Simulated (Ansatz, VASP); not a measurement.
One calculation of CdS, two programs

File INCAR:

```
SYSTEM = CdS
ALGO     = Normal         ! electronic algorithm
EDIFF    = 1E-6           ! SCF threshold, eV
ENCUT    = 520            ! plane-wave cutoff, eV
GGA      = PE             ! functional
ISIF     = 2              ! what is computed and relaxed
ISMEAR   = 0              ! smearing method
LASPH    = .True.         ! aspherical terms in the spheres
LCHARG   = .False.        ! write CHGCAR
LREAL    = .False.        ! projectors in reciprocal space
LWAVE    = .False.        ! write WAVECAR
NBANDS   = 16             ! bands
NELM     = 60             ! most SCF steps
PREC     = Accurate       ! precision mode
SIGMA    = 0.05           ! smearing width, eV
```

Contents of KPOINTS:

```
k-points
0
Gamma
  10 10 10
  0 0 0
```

POSCAR

```
CdS
1.0
    0.3651219792      3.1035368232      3.1035368232
    3.1035368232      0.3651219792      3.1035368232
    3.1035368232      3.1035368232      0.3651219792
Cd S
1 1
Direct
    0.0000000000      0.0000000000      0.0000000000
    0.7500000000      0.7500000000      0.7500000000
```

Input for Ansatz:

```yaml
crystal:
  lattice:
    - [0.3651219792, 3.1035368232, 3.1035368232]
    - [3.1035368232, 0.3651219792, 3.1035368232]
    - [3.1035368232, 3.1035368232, 0.3651219792]
  atoms:
    - { symbol: Cd, position: [0.0, 0.0, 0.0] }
    - { symbol: S, position: [0.75, 0.75, 0.75] }
basis:
  ecutwfc: 420
kpoints:
  mp_grid: { grid: [10, 10, 10] }
hamiltonian:
  xc: pbe
scf:
  occupations: { method: gaussian, width: 0.05 }
output:
  forces: true
  stress: true
  eigenvalues: true
  write_density: true
  write_potential: true
  elf: true
  volumetric_format: npy
```

Alike in both runs: task single point; functional PBE; k mesh 10 × 10 × 10; occupations gaussian, width 0.05 eV; no spin polarisation.

```csv
,VASP,Ansatz
version,VASP 6.6.1,Ansatz 0.2.0
potentials or method,"VASP PAW PBE potentials, release 64 (Cd, S), cutoff 520 eV","scalar-relativistic, plane waves, PAW"
valence electrons in the cell,18,26
```

```csv
,VASP,Ansatz,Ansatz less VASP
gap on the k mesh at the Fermi level (eV),0.73,0.73,0.000
least direct gap on the mesh (eV),0.73,0.73,0.000
pressure (GPa),6.7,6.2,-0.43
"traceless stress, the component that is largest in VASP (GPa)",-5.30,-5.20,+0.104
rms of the force components (eV/Å),0.538,0.513,-0.0246
```

Atom by atom the forces differ by 0.025 eV/Å (rms over components). The functional is the same, so the differences come from potentials, cutoffs and numerics. VASP's potentials hold 18 valence electrons a cell and Ansatz's 26, so a difference there can come from the potentials and not from the codes.
